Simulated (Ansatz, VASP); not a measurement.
ZnS: VASP beside Ansatz

Contents of POSCAR:

```
ZnS
1.0
    3.8109987816      0.0000000000      0.0000000000
   -1.9054993908      3.3004217586      0.0000000000
    0.0000000000      0.0000000000      6.2340000000
Zn S
2 2
Direct
    0.3333333333      0.6666666667      0.0000000000
    0.6666666667      0.3333333333      0.5000000000
    0.3787820702      0.7575641404      0.3850000000
    0.6666666667      0.3333333333      0.8850000000
```

Contents of INCAR.step1:

```
  ALGO = Normal
  EDIFF = 1E-4
  ENCUT = 520
  GGA = PE
  ISMEAR = 0
  LASPH = True
  LCHARG = False
  LREAL = False
  LWAVE = True
  NBANDS = 26
  NELM = 60
  PREC = Accurate
  SIGMA = 0.05
```

File INCAR.step2:

```
  ALGO = Normal
  EDIFF = 1E-7
  ENCUT = 520
  ISIF = 2
  ISMEAR = 0
  ISTART = 1
  LASPH = True
  LCHARG = False
  LMIXTAU = True
  LREAL = False
  LWAVE = False
  METAGGA = R2SCAN
  NBANDS = 26
  NELM = 60
  PREC = Accurate
  SIGMA = 0.05
```

File KPOINTS:

```
k-points
0
Gamma
  6 6 4
```

Input for Ansatz:

```yaml
crystal:
  lattice:
    - [3.8109987816, 0.0, 0.0]
    - [-1.9054993908, 3.3004217586, 0.0]
    - [0.0, 0.0, 6.234]
  atoms:
    - { symbol: Zn, position: [0.3333333333, 0.6666666667, 0.0] }
    - { symbol: Zn, position: [0.6666666667, 0.3333333333, 0.5] }
    - { symbol: S, position: [0.3787820702, 0.7575641404, 0.385] }
    - { symbol: S, position: [0.6666666667, 0.3333333333, 0.885] }
basis:
  ecutwfc: 500
kpoints:
  mp_grid: { grid: [6, 6, 4] }
hamiltonian:
  xc: r2scan
scf:
  occupations: { method: gaussian, width: 0.05 }
output:
  forces: true
  stress: true
  eigenvalues: true
```

Alike in both runs: task single point; functional r2SCAN; k mesh 6 × 6 × 4; occupations gaussian, width 0.05 eV; no spin polarisation.

|  | VASP | Ansatz |
| --- | --- | --- |
| version | VASP 6.6.1 | Ansatz 0.2.0 |
| potentials or method | VASP PAW PBE potentials, release 64 (Zn, S), cutoff 520 eV | scalar-relativistic, plane waves, PAW |
| valence electrons in the cell | 36 | 36 |

VASP gave:

- gap on the k mesh at the Fermi level (eV): 2.73
- least direct gap on the mesh (eV): 2.73
- pressure (GPa): 2.7
- traceless stress, the component that is largest in VASP (GPa): 7.65
- rms of the force components (eV/Å): 1.531

**Question.** Which values does Ansatz return?

**Answer.** gap on the k mesh at the Fermi level (eV): 2.72; least direct gap on the mesh (eV): 2.72; pressure (GPa): 2.6; traceless stress, the component that is largest in VASP (GPa): 7.54; rms of the force components (eV/Å): 1.514.

VASP's potentials were made for PBE, not for r2SCAN. Atom by atom the forces differ by 0.017 eV/Å (rms over components). With one functional, cell and mesh, what is left measures potentials, basis and numerics.
